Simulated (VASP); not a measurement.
# GaN (F-43m) in VASP: settings compared

GaN is run at these levels: HSE06, PBE0; tasks: single point.

Everything below comes from runs of VASP 6.6.1. Logs are shortened: lines on timing, memory, paths and dates and some standing lists are left out, and cuts for length are marked.

## (1) The cell of the first run

The structure is cubic, space group F-43m (No. 216). The conventional cell has a = 4.498 Å, b = 4.498 Å, c = 4.498 Å, α = 90.00°, β = 90.00°, γ = 90.00°. Ga (site symmetry -43m) has 4 N at 1.95 Å within 2.6 Å. N (site symmetry -43m) has 4 Ga at 1.95 Å within 2.6 Å.

## (2) Single point, HSE06

Contents of POSCAR:

```
GaN
1.0
    0.0000000000      2.2489526566      2.2489526566
    2.2489526566      0.0000000000      2.2489526566
    2.2489526566      2.2489526566      0.0000000000
Ga N
1 1
Direct
    0.0000000000      0.0000000000      0.0000000000
    0.2500000000      0.2500000000      0.2500000000
```

Contents of INCAR.step1:

```
PREC = Accurate
ENCUT = 520
EDIFF = 1E-5
ISMEAR = 0
SIGMA = 0.01
LREAL = False
LASPH = True
NELM = 60
ALGO = Normal
ISIF = 2
LWAVE = True
LCHARG = False
NBANDS = 16
GGA = PE
```

Contents of INCAR.step2:

```
PREC = Accurate
ENCUT = 520
EDIFF = 1E-6
ISMEAR = 0
SIGMA = 0.01
LREAL = False
LASPH = True
NELM = 60
ALGO = Normal
ISIF = 2
LWAVE = False
LCHARG = False
GGA = PE
LHFCALC = True
HFSCREEN = 0.2079
PRECFOCK = Normal
NBANDS = 16
ISTART = 1
```

Contents of KPOINTS:

```
Automatic mesh
0
Gamma
  6 6 6
```

Potentials or basis: VASP PAW PBE potentials, release 64 (Ga_d, N).

Run with:

```sh
> cat potpaw_PBE.64/Ga_d/POTCAR potpaw_PBE.64/N/POTCAR > POTCAR
> cp INCAR.step1 INCAR
> mpirun -np 1 vasp_std > vasp.out
> cp INCAR.step2 INCAR
> mpirun -np 1 vasp_std > vasp.out
```

OUTCAR:

```text
PREC = Accurate
   ENCUT = 520
   EDIFF = 1E-6
   ISMEAR = 0
   LREAL = False
   LASPH = True
   NELM = 60
   ISIF = 2
   GGA = PE
   LHFCALC = True
   HFSCREEN = 0.2079
   PRECFOCK = Normal
   ISTART = 1

 ion  position               nearest neighbor table
   1  0.000  0.000  0.000-   2 1.95   2 1.95   2 1.95   2 1.95
   2  0.250  0.250  0.250-   1 1.95   1 1.95   1 1.95   1 1.95

  LATTYP: Found a face centered cubic cell.
 ALAT       =     4.4979053132

  Lattice vectors:

 A1 = (   0.0000000000,   2.2489526566,   2.2489526566)
 A2 = (   2.2489526566,   0.0000000000,   2.2489526566)
 A3 = (   2.2489526566,   2.2489526566,   0.0000000000)

Analysis of symmetry for initial positions (statically):
=====================================================================
 Subroutine PRICEL returns:
 Original cell was already a primitive cell.

 Routine SETGRP: Setting up the symmetry group for a
 face centered cubic supercell.

 Subroutine GETGRP returns: Found 24 space group operations
 (whereof 24 operations were pure point group operations)
 out of a pool of 48 trial point group operations.

The static configuration has the point symmetry T_d .

Analysis of symmetry for dynamics (positions and initial velocities):
=====================================================================
 Subroutine PRICEL returns:
 Original cell was already a primitive cell.

 Routine SETGRP: Setting up the symmetry group for a
 face centered cubic supercell.

 Subroutine GETGRP returns: Found 24 space group operations
 (whereof 24 operations were pure point group operations)
 out of a pool of 48 trial point group operations.

The dynamic configuration has the point symmetry T_d .

 Subroutine INISYM returns: Found 24 space group operations
 (whereof 24 operations are pure point group operations),
 and found     1 'primitive' translations

----------------------------------------------------------------------------------------

                                     Primitive cell

  volume of cell :      22.7495

  direct lattice vectors                    reciprocal lattice vectors
     0.000000000  2.248952657  2.248952657    -0.222325712  0.222325712  0.222325712
     2.248952657  0.000000000  2.248952657     0.222325712 -0.222325712  0.222325712
     2.248952657  2.248952657  0.000000000     0.222325712  0.222325712 -0.222325712

  length of vectors
     3.180499348  3.180499348  3.180499348     0.385079429  0.385079429  0.385079429

  position of ions in fractional coordinates (direct lattice)
     0.000000000  0.000000000  0.000000000
     0.250000000  0.250000000  0.250000000

  ion indices of the primitive-cell ions
   primitive index   ion index
                 1           1
                 2           2

----------------------------------------------------------------------------------------

 KPOINTS: Automatic mesh

Automatic generation of k-mesh.
 Grid dimensions read from file:
 generate k-points for:    6    6    6

 Generating k-lattice:

  Cartesian coordinates                     Fractional coordinates (reciprocal lattice)
    -0.037054285  0.037054285  0.037054285     0.166666667  0.000000000  0.000000000
     0.037054285 -0.037054285  0.037054285     0.000000000  0.166666667  0.000000000
     0.037054285  0.037054285 -0.037054285     0.000000000  0.000000000  0.166666667

  Length of vectors
     0.064179905  0.064179905  0.064179905

  Shift w.r.t. Gamma in fractional coordinates (k-lattice)
     0.000000000  0.000000000  0.000000000

 Subroutine IBZKPT returns following result:
 ===========================================

 Found     16 irreducible k-points:

 Following reciprocal coordinates:
            Coordinates               Weight
  0.000000  0.000000  0.000000      1.000000
  0.166667  0.000000  0.000000      8.000000
  0.333333  0.000000  0.000000      8.000000
  0.500000  0.000000  0.000000      4.000000
  0.166667  0.166667  0.000000      6.000000
  0.333333  0.166667  0.000000     24.000000
[... 8 lines left out ...]
 -0.333333  0.333333  0.166667     24.000000
 -0.333333  0.500000  0.166667     12.000000
   k-points           NKPTS =     16   k-points in BZ     NKDIM =    216   number of bands    NBANDS=     16
   number of dos      NEDOS =    301   number of ions     NIONS =      2
   total plane-waves  NPLWV =  13824
   dimension x,y,z NGX =    24 NGY =   24 NGZ =   24
   dimension x,y,z NGXF=    48 NGYF=   48 NGZF=   48
   ions per type =               1   1
   NGX,Y,Z   is equivalent  to a cutoff of  12.54, 12.54, 12.54 a.u.
   NGXF,Y,Z  is equivalent  to a cutoff of  25.09, 25.09, 25.09 a.u.
 SYSTEM =  unknown system
   PREC   = accura    normal or accurate (medium, high low for compatibility)
   ISTART =      1    job   : 0-new  1-cont  2-samecut
   ICHARG =      0    charge: 1-file 2-atom 10-const
   ISPIN  =      1    spin polarized calculation?
   LNONCOLLINEAR =      F non collinear calculations
   LSORBIT =      F    spin-orbit coupling
   LASPH  =      T    aspherical Exc in radial PAW
   ENCUT  =  520.0 eV  38.22 Ry    6.18 a.u.   5.91  5.91  5.91*2*pi/ulx,y,z
   NELM   =     60;   NELMIN=  2; NELMDL=  0     # of ELM steps
   EDIFF  = 0.1E-05   stopping-criterion for ELM
   LREAL  =      F    real-space projection
   EDIFFG = 0.1E-04   stopping-criterion for IOM
   NSW    =      0    number of steps for IOM
   IBRION =     -1    ionic relax: 0-MD 1-quasi-New 2-CG
   NFREE  =      0    steps in history (QN), initial steepest desc. (CG)
   ISIF   =      2    stress and relaxation
   ISYM   =      3    0-nonsym 1-usesym 2-fastsym
   POTIM  = 0.5000    time-step for ionic-motion
   TEBEG  =    0.0;   TEEND  =   0.0 temperature during run
   PSTRESS=    0.0 pullay stress
   NELECT =      18.0000    total number of electrons
   NUPDOWN=      -1.0000    fix difference up-down
   EMIN   =  10.00;   EMAX   =-10.00  energy-range for DOS
   EFERMI =   0.00;   METHOD = LEGACY
   ISMEAR =     0;   SIGMA  =   0.01  broadening in eV -4-tet -1-fermi 0-gaus
   EFERMI_NEDOS =   21; number of points for ismear=-14 and -15
   IALGO  =     38    algorithm
   IMIX   =      1    mixing-type and parameters
     AMIX     =   0.40;   BMIX     =  1.00
     AMIX_MAG =   1.60;   BMIX_MAG =  1.00
  volume/ion in A,a.u.               =      11.37        76.76
  Fermi-wavevector in a.u.,A,eV,Ry     =   1.514172  2.861371 31.194327  2.292718
  Thomas-Fermi vector in A             =   2.623866
   LORBIT       =      0    0 simple, 1 ext, 2 COOP (PROOUT), +10 PAW based schemes
   GGA     = PE    functional components
   LHFCALC =     T    Hartree Fock is set to
   PRECFOCK=normal    Normal, Fast or Accurate (Low or Medium for compatibility)
   ENCUT4O =  -1.0   cutoff for four orbital integrals eV
   NKREDX  =     1    reduce k-point grid by
   NKREDY  =     1    reduce k-point grid by
   NKREDZ  =     1    reduce k-point grid by
   AEXX    =    0.2500 exact exchange contribution
   HFSCREEN=    0.2079 screening length (either q_TF or 0.3 A-1)
   HFSCREENC=   0.2079 screening length for correlation (either q_TF or 0.3 A-1)
   ENCUTFOCK=  -1.0 apply spherical cutoff to Coloumb kernel
   IVDW    =     0    specifies the selected vdW correction
   LEPSILON=     F    determine dielectric tensor
   LRPA    =     F    only Hartree local field effects (RPA)
 non-spin polarized calculation
 Gauss-broadening in eV      SIGMA  =   0.01
  energy-cutoff  :      520.00
  volume of cell :       22.75
 maximum number of plane-waves:       624
  NGX = 18; NGY = 18; NGZ = 18

 number of electron      18.0000009 magnetization

 Free energy of the ion-electron system (eV)
  ---------------------------------------------------
  ext. energy  EPLUGINS =         0.00000000
  ---------------------------------------------------
  free energy    TOTEN  =       -14.73833443 eV

  energy without entropy =      -14.73833443  energy(sigma->0) =      -14.73833443

 E-fermi :   4.5997     XC(G=0):  -9.5875

 val. band max:        4.5235981745   @ k =   0.0000   0.0000   0.0000
 cond. band min:       7.5453258007   @ k =   0.0000   0.0000   0.0000
 fundamental gap:      3.0217276262
 Fermi energy:         4.5996919736

 k-point     1 :       0.0000    0.0000    0.0000
  band No.  band energies     occupation
      1     -12.9682      2.00000
      2     -11.0497      2.00000
      3     -11.0497      2.00000
      4     -11.0497      2.00000
      5     -10.7278      2.00000
      6     -10.7278      2.00000
[... 8 lines left out ...]
     15      25.0621      0.00000
     16      25.0622      0.00000

 k-point     2 :       0.1667    0.0000    0.0000
  band No.  band energies     occupation
      1     -12.7159      2.00000
      2     -11.0170      2.00000
      3     -11.0170      2.00000
      4     -10.8567      2.00000
      5     -10.7294      2.00000
      6     -10.7294      2.00000
[... 8 lines left out ...]
     15      23.0196      0.00000
     16      23.0196      0.00000

 k-point     3 :       0.3333    0.0000    0.0000
  band No.  band energies     occupation
      1     -12.3994      2.00000
      2     -10.9716      2.00000
      3     -10.9716      2.00000
      4     -10.7106      2.00000
      5     -10.7106      2.00000
      6      -9.9662      2.00000
[... 8 lines left out ...]
     15      23.9470      0.00000
     16      23.9470      0.00000

 k-point     4 :       0.5000    0.0000    0.0000
  band No.  band energies     occupation
      1     -12.3333      2.00000
      2     -10.9616      2.00000
      3     -10.9616      2.00000
      4     -10.6876      2.00000
      5     -10.6876      2.00000
      6      -9.0822      2.00000
[... 8 lines left out ...]
     15      26.2276      0.00000
     16      26.2276      0.00000

 k-point     5 :       0.1667    0.1667    0.0000
  band No.  band energies     occupation
      1     -12.6402      2.00000
      2     -10.9834      2.00000
      3     -10.9834      2.00000
      4     -10.8704      2.00000
      5     -10.7122      2.00000
      6     -10.7098      2.00000
[... 8 lines left out ...]
     15      26.8507      0.00000
     16      27.0229      0.00000

 k-point     6 :       0.3333    0.1667    0.0000
  band No.  band energies     occupation
      1     -12.3815      2.00000
      2     -10.9510      2.00000
      3     -10.9252      2.00000
      4     -10.8010      2.00000
      5     -10.6911      2.00000
      6     -10.0870      2.00000
[... 8 lines left out ...]
     15      25.7689      0.00000
     16      26.3629      0.00000
[... 115 lines left out ...]
 k-point    13 :       0.5000    0.5000    0.0000
  band No.  band energies     occupation
      1     -12.2409      2.00000
      2     -10.9402      2.00000
      3     -10.7605      2.00000
      4     -10.7605      2.00000
      5     -10.6557      2.00000
      6      -8.5290      2.00000
[... 8 lines left out ...]
     15      28.4091      0.00000
     16      31.0433      0.00000

 k-point    14 :       0.5000    0.3333    0.1667
  band No.  band energies     occupation
      1     -12.2752      2.00000
      2     -10.9169      2.00000
      3     -10.8875      2.00000
      4     -10.7902      2.00000
      5     -10.6939      2.00000
      6      -9.1836      2.00000
[... 8 lines left out ...]
     15      26.3105      0.00000
     16      29.0167      0.00000

 k-point    15 :      -0.3333    0.3333    0.1667
  band No.  band energies     occupation
      1     -12.2460      2.00000
      2     -10.9262      2.00000
      3     -10.8629      2.00000
      4     -10.7584      2.00000
      5     -10.7084      2.00000
      6      -8.5058      2.00000
[... 8 lines left out ...]
     15      25.1839      0.00000
     16      29.4363      0.00000

 k-point    16 :      -0.3333    0.5000    0.1667
  band No.  band energies     occupation
      1     -12.2321      2.00000
      2     -10.9016      2.00000
      3     -10.8560      2.00000
      4     -10.7494      2.00000
      5     -10.6919      2.00000
      6      -8.3280      2.00000
[... 8 lines left out ...]
     15      27.0269      0.00000
     16      29.7476      0.00000

------------------------ aborting loop because EDIFF is reached ----------------------------------------

  FORCE on cell =-STRESS in cart. coord.  units (eV):
  Direction    XX          YY          ZZ          XY          YZ          ZX
  --------------------------------------------------------------------------------------
  -------------------------------------------------------------------------------------
  Total       -0.0118629     -0.0118629     -0.0118629     -0.0000000     -0.0000000     -0.0000000
  in kB       -0.8354660     -0.8354660     -0.8354660     -0.0000000     -0.0000000     -0.0000000
  external PRESSURE =      -0.8354660 kB  Pullay stress =       0.0000000 kB

 VOLUME and BASIS-vectors are now :
 -----------------------------------------------------------------------------
  energy-cutoff  :      520.00
  volume of cell :       22.75
      direct lattice vectors                 reciprocal lattice vectors
     0.000000000  2.248952657  2.248952657    -0.222325712  0.222325712  0.222325712
     2.248952657  0.000000000  2.248952657     0.222325712 -0.222325712  0.222325712
     2.248952657  2.248952657  0.000000000     0.222325712  0.222325712 -0.222325712

 POSITION                                       TOTAL-FORCE (eV/Angst)
 -----------------------------------------------------------------------------------
      0.00000      0.00000      0.00000        -0.000000     -0.000000     -0.000000
      1.12448      1.12448      1.12448         0.000000      0.000000      0.000000
 -----------------------------------------------------------------------------------
    total drift:                               -0.000018     -0.000018     -0.000015

  FREE ENERGIE OF THE ION-ELECTRON SYSTEM (eV)
  ---------------------------------------------------
  free  energy   TOTEN  =       -14.7383344343 eV

  energy  without entropy=      -14.7383344343  energy(sigma->0) =      -14.73833443
```

Run time: 17 min. Hardware: 1 thread of Intel Xeon 6975P-C (Granite Rapids), shared host; peak memory 0.25 GiB.

Results:

| Quantity | Value |
| --- | --- |
| Free energy | -14.7383 eV |
| Pressure | -0.1 GPa |
| Band gap on the k mesh | 3.02 eV |

Caveat: the PAW data sets were made with another functional, which shifts forces and pressure a little.

## (3) Single point, PBE0

POSCAR is that of step 2.

Contents of INCAR.step1:

```
ALGO = Normal ; EDIFF = 1E-5
ENCUT = 520 ; GGA = PE
ISIF = 2 ; ISMEAR = 0
LASPH = T ; LCHARG = F
LREAL = F ; LWAVE = T
NBANDS = 16 ; NELM = 60
PREC = Accurate ; SIGMA = 0.01
```

Contents of INCAR.step2:

```
AEXX = 0.25 ; ALGO = Normal
EDIFF = 1E-6 ; ENCUT = 520
GGA = PE ; ISIF = 2
ISMEAR = 0 ; ISTART = 1
LASPH = T ; LCHARG = F
LHFCALC = T ; LREAL = F
LWAVE = F ; NBANDS = 16
NELM = 60 ; PREC = Accurate
PRECFOCK = Normal ; SIGMA = 0.01
```

Contents of KPOINTS:

```
k-points
0
Gamma
  6 6 6
```

Potentials or basis: VASP PAW PBE potentials, release 64 (Ga_d, N).

Run with:

```sh
> cat potpaw_PBE.64/Ga_d/POTCAR potpaw_PBE.64/N/POTCAR > POTCAR
> cp INCAR.step1 INCAR
> mpirun -np 1 vasp_std > vasp.out
> cp INCAR.step2 INCAR
> mpirun -np 1 vasp_std > vasp.out
```

Run time: 18 min. Hardware: 1 thread of Intel Xeon Platinum 8488C (Sapphire Rapids), shared host; peak memory 0.15 GiB.

Results (log left out):

```yaml
Free_energy: -15.6665 eV
Pressure: -0.2 GPa
Band_gap_on_the_k_mesh: 3.75 eV
```

Levels at points of the mesh, in eV from the valence-band top:
```
           k point  band 6  band 7  band 8  band 9  band 10  band 11  band 12  band 13
(0.00, 0.00, 0.00)  -15.28    0.00    0.00    0.00     3.75    12.73    12.73    12.73
(0.50, 0.00, 0.00)  -13.64   -7.63   -1.06   -1.06     6.88    11.23    12.71    12.71
(0.50, 0.50, 0.00)  -13.08   -6.63   -2.95   -2.95     5.20     8.94    14.40    16.88
```

Caveat: the PAW data sets were made with another functional, which shifts forces and pressure a little.

(Continued in part 2 of 2.)
